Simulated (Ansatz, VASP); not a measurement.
**NaF in VASP and in Ansatz**

INCAR

```
  ALGO = Normal
  EDIFF = 1E-6
  ENCUT = 520
  GGA = PE
  ISIF = 2
  ISMEAR = -1
  LASPH = True
  LCHARG = False
  LREAL = False
  LWAVE = False
  NBANDS = 14
  NELM = 100
  PREC = Accurate
  SIGMA = 0.02
```

The input KPOINTS:

```
k-points
0
Gamma
  8 8 8
```

The input POSCAR:

```
NaF
1.0
    0.0000000000      2.4897486815      2.6035648747
    2.4897486815      0.0000000000      2.6035648747
    2.4897486815      2.4897486815      0.0000000000
Na F
1 1
Direct
    0.0000000000      0.0000000000      0.0000000000
    0.2500000000      0.2500000000      0.2500000000
```

Input for Ansatz:

```yaml
crystal:
  lattice:
    - [0.0, 2.4897486815, 2.6035648747]
    - [2.4897486815, 0.0, 2.6035648747]
    - [2.4897486815, 2.4897486815, 0.0]
  atoms:
    - { symbol: Na, position: [0.0, 0.0, 0.0] }
    - { symbol: F, position: [0.25, 0.25, 0.25] }
kpoints:
  mp_grid: { grid: [8, 8, 8] }
  band_path:
    path:
      - [0.0, 0.0, 0.0]
      - [-0.5, -0.5, 0.0]
      - [-0.375, -0.375, 0.25]
      - [-0.375, 0.0, 0.375]
      - [0.0, 0.0, 0.5]
      - [-0.5, -0.25, 0.25]
    npoints: 1
hamiltonian:
  xc: pbe
scf:
  occupations: { method: fermi_dirac, width: 0.02 }
  n_extra_bands: 4
output:
  forces: true
  stress: true
  eigenvalues: true
```

Change from the starting cell: epitaxial_xy strain -1.6%.

Alike in both runs: task single point; functional PBE; k mesh 8 × 8 × 8; occupations fermi-dirac, width 0.02 eV; no spin polarisation.

|  | VASP | Ansatz |
| --- | --- | --- |
| version | VASP 6.6.1 | Ansatz 0.2.0 |
| potentials or method | VASP PAW PBE potentials, release 64 (Na_pv, F) | plane waves, PAW |
| plane-wave cutoff (eV) | 520 | 420 |
| valence electrons in the cell | 14 | 16 |

|  | VASP | Ansatz | Ansatz less VASP |
| --- | --- | --- | --- |
| gap on the k mesh at the Fermi level (eV) | 5.61 | 5.62 | +0.016 |
| pressure (GPa) | 2.1 | 2.1 | +0.02 |
| traceless stress, the component that is largest in VASP (GPa) | -0.10 | -0.11 | -0.011 |

VASP's potentials hold 14 valence electrons a cell and Ansatz's 16, so a difference there can come from the potentials and not from the codes.
